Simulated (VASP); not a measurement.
# F (C2/m) in VASP: further runs

Runs on F. Level: PBEsol. Tasks: single point.

Program: VASP 6.6.1. These are calculated values, not measurements. Logs are shortened: lines on timing, memory, paths and dates and some standing lists are left out, and cuts for length are marked.

### Step 1. The cell of the first run

It takes space group C2/m (No. 12, monoclinic). The conventional cell has a = 6.741 Å, b = 3.623 Å, c = 7.708 Å, α = 90.00°, β = 113.83°, γ = 90.00°. F (site symmetry m) has 1 F at 1.44 Å within 1.9 Å. Within 1.9 Å of F (site symmetry m) lie 1 F at 1.44 Å.

### Step 2. Single point, PBEsol

The input, INCAR:

```
SYSTEM = F
PREC     = Accurate       ! precision mode
ENCUT    = 520            ! plane-wave cutoff, eV
EDIFF    = 1E-7           ! SCF threshold, eV
ISMEAR   = 0              ! smearing method
SIGMA    = 0.05           ! smearing width, eV
LREAL    = .False.        ! projectors in reciprocal space
LASPH    = .True.         ! aspherical terms in the spheres
NELM     = 80             ! most SCF steps
ALGO     = Normal         ! electronic algorithm
ISIF     = 2              ! what is computed and relaxed
LWAVE    = .False.        ! write WAVECAR
LCHARG   = .True.         ! write CHGCAR
GGA      = PS             ! functional
LELF     = .True.         ! ELF
LVHAR    = .True.       
NBANDS   = 22             ! bands
```

The input, KPOINTS:

```
Automatic mesh
0
Gamma
  4 4 2
  0 0 0
```

The input, POSCAR:

```
F
1.0
    3.3604345075     -1.8114395823     -0.2591856992
    3.3604345075      1.8114395823     -0.2591856992
   -2.5626831648      0.0000000000      7.2691882537
F
4
Direct
    0.0848459664      0.0848459664      0.0940038325
    0.9151540336      0.9151540336      0.9059961675
    0.5015719855      0.5015719855      0.5937195244
    0.4984280145      0.4984280145      0.4062804756
```

Potentials or basis: VASP PAW PBE potentials, release 64 (F).

Started as:

```bash
$ cat potpaw_PBE.64/F/POTCAR > POTCAR
$ mpirun -np 1 vasp_std > vasp.out
```

OUTCAR:

```text
SYSTEM = F
   PREC = Accurate
   ENCUT = 520
   EDIFF = 1E-7
   ISMEAR = 0
   LREAL = .False.
   LASPH = .True.
   NELM = 80
   ISIF = 2
   GGA = PS

 ion  position               nearest neighbor table
   1  0.085  0.085  0.094-   2 1.44
   2  0.915  0.915  0.906-   1 1.44
   3  0.502  0.502  0.594-   4 1.44
   4  0.498  0.498  0.406-   3 1.44

  LATTYP: Found a base centered monoclinic cell.
 ALAT       =     6.7408300100
 B/A-ratio  =     0.5374529782
 C/A-ratio  =     1.1434329670
 COS(beta)  =    -0.4040247995

  Lattice vectors:

 A1 = (   3.3604345075,  -1.8114395823,  -0.2591856992)
 A2 = (   3.3604345075,   1.8114395823,  -0.2591856992)
 A3 = (  -2.5626831648,   0.0000000000,   7.2691882537)

Analysis of symmetry for initial positions (statically):
=====================================================================
 Subroutine PRICEL returns:
 Original cell was already a primitive cell.

 Routine SETGRP: Setting up the symmetry group for a
 base centered monoclinic supercell.

 Subroutine GETGRP returns: Found  4 space group operations
 (whereof  4 operations were pure point group operations)
 out of a pool of  4 trial point group operations.

The static configuration has the point symmetry C_2h.

Analysis of symmetry for dynamics (positions and initial velocities):
=====================================================================
 Subroutine PRICEL returns:
 Original cell was already a primitive cell.

 Routine SETGRP: Setting up the symmetry group for a
 base centered monoclinic supercell.

 Subroutine GETGRP returns: Found  4 space group operations
 (whereof  4 operations were pure point group operations)
 out of a pool of  4 trial point group operations.

The dynamic configuration has the point symmetry C_2h.

 Subroutine INISYM returns: Found  4 space group operations
 (whereof  4 operations are pure point group operations),
 and found     1 'primitive' translations

----------------------------------------------------------------------------------------

                                     Primitive cell

  volume of cell :      86.0920

  direct lattice vectors                    reciprocal lattice vectors
     3.360434507 -1.811439582 -0.259185699     0.152949116 -0.276023559  0.053920756
     3.360434507  1.811439582 -0.259185699     0.152949116  0.276023559  0.053920756
    -2.562683165  0.000000000  7.269188254     0.010906919  0.000000000  0.141412073

  length of vectors
     3.826357363  3.826357363  7.707687258     0.320140415  0.320140415  0.141832067

  position of ions in fractional coordinates (direct lattice)
     0.084845966  0.084845966  0.094003833
     0.915154034  0.915154034  0.905996167
     0.501571986  0.501571986  0.593719524
     0.498428014  0.498428014  0.406280476

  ion indices of the primitive-cell ions
   primitive index   ion index
                 1           1
                 2           2
                 3           3
                 4           4

----------------------------------------------------------------------------------------

 KPOINTS: Automatic mesh

Automatic generation of k-mesh.
 Grid dimensions read from file:
 generate k-points for:    4    4    2

 Generating k-lattice:

  Cartesian coordinates                     Fractional coordinates (reciprocal lattice)
     0.038237279 -0.069005890  0.013480189     0.250000000  0.000000000  0.000000000
     0.038237279  0.069005890  0.013480189     0.000000000  0.250000000  0.000000000
     0.005453459  0.000000000  0.070706036     0.000000000  0.000000000  0.500000000

  Length of vectors
     0.080035104  0.080035104  0.070916033

  Shift w.r.t. Gamma in fractional coordinates (k-lattice)
     0.000000000  0.000000000  0.000000000

 Subroutine IBZKPT returns following result:
 ===========================================

 Found     14 irreducible k-points:

 Following reciprocal coordinates:
            Coordinates               Weight
  0.000000  0.000000  0.000000      1.000000
  0.250000  0.000000  0.000000      4.000000
  0.500000  0.000000  0.000000      2.000000
  0.250000  0.250000  0.000000      2.000000
  0.500000  0.250000  0.000000      4.000000
 -0.250000  0.250000  0.000000      2.000000
  0.500000  0.500000  0.000000      1.000000
  0.000000  0.000000  0.500000      1.000000
  0.250000  0.000000  0.500000      4.000000
  0.500000  0.000000  0.500000      2.000000
  0.250000  0.250000  0.500000      2.000000
  0.500000  0.250000  0.500000      4.000000
 -0.250000  0.250000  0.500000      2.000000
  0.500000  0.500000  0.500000      1.000000
   k-points           NKPTS =     14   k-points in BZ     NKDIM =     14   number of bands    NBANDS=     22
   number of dos      NEDOS =    301   number of ions     NIONS =      4
   total plane-waves  NPLWV =  47040
   dimension x,y,z NGX =    28 NGY =   28 NGZ =   60
   dimension x,y,z NGXF=    56 NGYF=   56 NGZF=  120
   ions per type =               4
   NGX,Y,Z   is equivalent  to a cutoff of  12.17, 12.17, 12.94 a.u.
   NGXF,Y,Z  is equivalent  to a cutoff of  24.33, 24.33, 25.88 a.u.
 SYSTEM =  F
   PREC   = accura    normal or accurate (medium, high low for compatibility)
   ISTART =      0    job   : 0-new  1-cont  2-samecut
   ICHARG =      2    charge: 1-file 2-atom 10-const
   ISPIN  =      1    spin polarized calculation?
   LNONCOLLINEAR =      F non collinear calculations
   LSORBIT =      F    spin-orbit coupling
   LASPH  =      T    aspherical Exc in radial PAW
   ENCUT  =  520.0 eV  38.22 Ry    6.18 a.u.   7.11  7.11 14.33*2*pi/ulx,y,z
   NELM   =     80;   NELMIN=  2; NELMDL= -5     # of ELM steps
   EDIFF  = 0.1E-06   stopping-criterion for ELM
   LREAL  =      F    real-space projection
   EDIFFG = 0.1E-05   stopping-criterion for IOM
   NSW    =      0    number of steps for IOM
   IBRION =     -1    ionic relax: 0-MD 1-quasi-New 2-CG
   NFREE  =      0    steps in history (QN), initial steepest desc. (CG)
   ISIF   =      2    stress and relaxation
   ISYM   =      2    0-nonsym 1-usesym 2-fastsym
   POTIM  = 0.5000    time-step for ionic-motion
   TEBEG  =    0.0;   TEEND  =   0.0 temperature during run
   PSTRESS=    0.0 pullay stress
   NELECT =      28.0000    total number of electrons
   NUPDOWN=      -1.0000    fix difference up-down
   EMIN   =  10.00;   EMAX   =-10.00  energy-range for DOS
   EFERMI =   0.00;   METHOD = LEGACY
   ISMEAR =     0;   SIGMA  =   0.05  broadening in eV -4-tet -1-fermi 0-gaus
   EFERMI_NEDOS =   21; number of points for ismear=-14 and -15
   IALGO  =     38    algorithm
   IMIX   =      4    mixing-type and parameters
     AMIX     =   0.40;   BMIX     =  1.00
     AMIX_MAG =   1.60;   BMIX_MAG =  1.00
  volume/ion in A,a.u.               =      21.52       145.24
  Fermi-wavevector in a.u.,A,eV,Ry     =   1.125831  2.127512 17.245326  1.267496
  Thomas-Fermi vector in A             =   2.262510
   LORBIT       =      0    0 simple, 1 ext, 2 COOP (PROOUT), +10 PAW based schemes
   GGA     = PS    functional components
   LHFCALC =     F    Hartree Fock is set to
   AEXX    =    0.0000 exact exchange contribution
   IVDW    =     0    specifies the selected vdW correction
   LEPSILON=     F    determine dielectric tensor
   LRPA    =     F    only Hartree local field effects (RPA)
 non-spin polarized calculation
 Gauss-broadening in eV      SIGMA  =   0.05
  energy-cutoff  :      520.00
  volume of cell :       86.09
 maximum number of plane-waves:      2344
   NGX = 15   NGY = 15   NGZ = 29

 number of electron      27.9999990 magnetization

 Free energy of the ion-electron system (eV)
  ---------------------------------------------------
  ext. energy  EPLUGINS =         0.00000000
  ---------------------------------------------------
  free energy    TOTEN  =        -7.77257498 eV

  energy without entropy =       -7.77257498  energy(sigma->0) =       -7.77257498

 E-fermi :  -6.0975     XC(G=0):  -6.3115

 val. band max:       -6.3227673132   @ k =   0.5000   0.5000   0.0000
 cond. band min:      -3.6269332923   @ k =   0.0000   0.0000   0.0000
 fundamental gap:      2.6958340209
 Fermi energy:        -6.0975338292

 k-point     1 :       0.0000    0.0000    0.0000
  band No.  band energies     occupation
      1     -30.7645      2.00000
      2     -30.6338      2.00000
      3     -24.8292      2.00000
      4     -24.6451      2.00000
      5     -12.5912      2.00000
      6     -12.1663      2.00000
[... 14 lines left out ...]
     21      12.4921      0.00000
     22      12.8591      0.00000

 k-point     2 :       0.2500    0.0000    0.0000
  band No.  band energies     occupation
      1     -30.7500      2.00000
      2     -30.6259      2.00000
      3     -24.8011      2.00000
      4     -24.6614      2.00000
      5     -12.5277      2.00000
      6     -12.2212      2.00000
[... 14 lines left out ...]
     21      10.3998      0.00000
     22      11.9997      0.00000

 k-point     3 :       0.5000    0.0000    0.0000
  band No.  band energies     occupation
      1     -30.7354      2.00000
      2     -30.6184      2.00000
      3     -24.7629      2.00000
      4     -24.6876      2.00000
      5     -12.4114      2.00000
      6     -12.3279      2.00000
[... 14 lines left out ...]
     21       9.2673      0.00000
     22       9.5345      0.00000
[... 226 lines left out ...]
 k-point    13 :      -0.2500    0.2500    0.5000
  band No.  band energies     occupation
      1     -30.7355      2.00000
      2     -30.6185      2.00000
      3     -24.7632      2.00000
      4     -24.6878      2.00000
      5     -12.4087      2.00000
      6     -12.3270      2.00000
[... 14 lines left out ...]
     21       9.6271      0.00000
     22       9.7051      0.00000

 k-point    14 :       0.5000    0.5000    0.5000
  band No.  band energies     occupation
      1     -30.7389      2.00000
      2     -30.6219      2.00000
      3     -24.7764      2.00000
      4     -24.7009      2.00000
      5     -12.4317      2.00000
      6     -12.3498      2.00000
[... 14 lines left out ...]
     21       8.1819      0.00000
     22       8.2298      0.00000

------------------------ aborting loop because EDIFF is reached ----------------------------------------

  FORCE on cell =-STRESS in cart. coord.  units (eV):
  Direction    XX          YY          ZZ          XY          YZ          ZX
  --------------------------------------------------------------------------------------
  -------------------------------------------------------------------------------------
  Total       -0.6982470     -0.2778591     -2.3985727      0.0000000      0.0000000     -0.1525509
  in kB      -12.9944180     -5.1709755    -44.6375832      0.0000000      0.0000000     -2.8389810
  external PRESSURE =     -20.9343256 kB  Pullay stress =       0.0000000 kB

 VOLUME and BASIS-vectors are now :
 -----------------------------------------------------------------------------
  energy-cutoff  :      520.00
  volume of cell :       86.09
      direct lattice vectors                 reciprocal lattice vectors
     3.360434507 -1.811439582 -0.259185699     0.152949116 -0.276023559  0.053920756
     3.360434507  1.811439582 -0.259185699     0.152949116  0.276023559  0.053920756
    -2.562683165  0.000000000  7.269188254     0.010906919  0.000000000  0.141412073

 POSITION                                       TOTAL-FORCE (eV/Angst)
 -----------------------------------------------------------------------------------
      0.32934      0.00000      0.63935        -0.389915      0.000000     -0.761729
      3.82885      0.00000      6.11147         0.389915      0.000000      0.761729
      1.84948      0.00000      4.05586         0.285975      0.000000     -0.813367
      2.30870      0.00000      2.69496        -0.285975      0.000000      0.813367
 -----------------------------------------------------------------------------------
    total drift:                                0.000000      0.000000     -0.000000

  FREE ENERGIE OF THE ION-ELECTRON SYSTEM (eV)
  ---------------------------------------------------
  free  energy   TOTEN  =        -7.7725749826 eV

  energy  without entropy=       -7.7725749826  energy(sigma->0) =       -7.77257498
```

Run time: 16 s. Hardware: 1 thread of AMD EPYC 9R14 (Zen 4), shared host; peak memory 0.16 GiB.

Results:

| Quantity | Value |
| --- | --- |
| Free energy | -7.7726 eV |
| Pressure | -2.1 GPa |
| Largest force | 0.862 eV/Å |
| Band gap on the k mesh | 2.70 eV, indirect (least direct gap 2.77 eV) |

Forces in eV/Å, atoms in the order of the input:
```
F   -0.390  0.000 -0.762
F    0.390  0.000  0.762
F    0.286  0.000 -0.813
F   -0.286  0.000  0.813
```

Caveat: the k points lie up to 0.50 Å⁻¹ apart; the PAW data sets were made with another functional, which shifts forces and pressure a little. A k mesh can miss the band edges.

### Step 3. Single point, PBEsol

This run uses another cell than the first one, of the same volume but with other edges.

The input, INCAR:

```
SYSTEM = F
PREC = Accurate
ENCUT = 520
EDIFF = 1E-6
ISMEAR = 0
SIGMA = 0.05
LREAL = .False.
LASPH = .True.
NELM = 60
ALGO = Normal
ISIF = 2
LWAVE = .False.
LCHARG = .False.
GGA = PS
NBANDS = 22
```

The input, KPOINTS:

```
regular mesh
0
Gamma
  4 4 2
  0 0 0
```

The input, POSCAR:

```
F
1.0
    3.1516610473     -1.8704746177     -0.2430832889
    3.1516610473      1.8704746177     -0.2430832889
   -2.3521167034      0.0000000000      7.4834096369
F
4
Direct
    0.0848459664      0.0848459664      0.0940038325
    0.9151540336      0.9151540336      0.9059961675
    0.5015719855      0.5015719855      0.5937195244
    0.4984280145      0.4984280145      0.4062804756
```

Potentials or basis: VASP PAW PBE potentials, release 64 (F).

Started as:

```bash
$ cat potpaw_PBE.64/F/POTCAR > POTCAR
$ mpirun -np 1 vasp_std > vasp.out
```

Wall time 14 s (1 thread of AMD EPYC 9R14 (Zen 4), shared host); peak memory 0.16 GiB.

Results (log left out):

```
Free energy            : -7.7032 eV
Pressure               : -3.6 GPa
Largest force          : 1.636 eV/Å
Band gap on the k mesh : 2.39 eV, indirect (least direct gap 2.44 eV)
```

Forces on the atoms (eV/Å):
```
F   -0.699  0.000 -1.460
F    0.699  0.000  1.460
F    0.478  0.000 -1.565
F   -0.478  0.000  1.565
```

Stress tensor (GPa, compression positive):
```
-1.74  0.00 -0.57
 0.00 -0.51  0.00
-0.57  0.00 -8.40
```

Levels at points of the mesh, in eV from the valence-band top:
```
           k point  band 11  band 12  band 13  band 14  band 15  band 16  band 17  band 18
(0.00, 0.00, 0.00)    -0.25    -0.15    -0.08    -0.06     2.39     3.01     8.69    11.10
(0.50, 0.00, 0.00)    -0.30    -0.23    -0.20    -0.11     2.71     2.80    12.35    12.48
(0.50, 0.50, 0.00)    -0.28    -0.23    -0.14     0.00     2.67     2.81    12.82    12.96
(0.00, 0.00, 0.50)    -0.23    -0.15    -0.11    -0.06     2.65     2.74     9.45     9.47
(0.50, 0.00, 0.50)    -0.36    -0.25    -0.15    -0.05     2.57     2.92    12.25    13.03
(0.50, 0.50, 0.50)    -0.30    -0.18    -0.16    -0.07     2.71     2.80    12.43    12.52
```

Caveat: the k points lie up to 0.50 Å⁻¹ apart; the PAW data sets were made with another functional, which shifts forces and pressure a little. A hybrid or GW would open this gap; PBEsol tends to underestimate it.
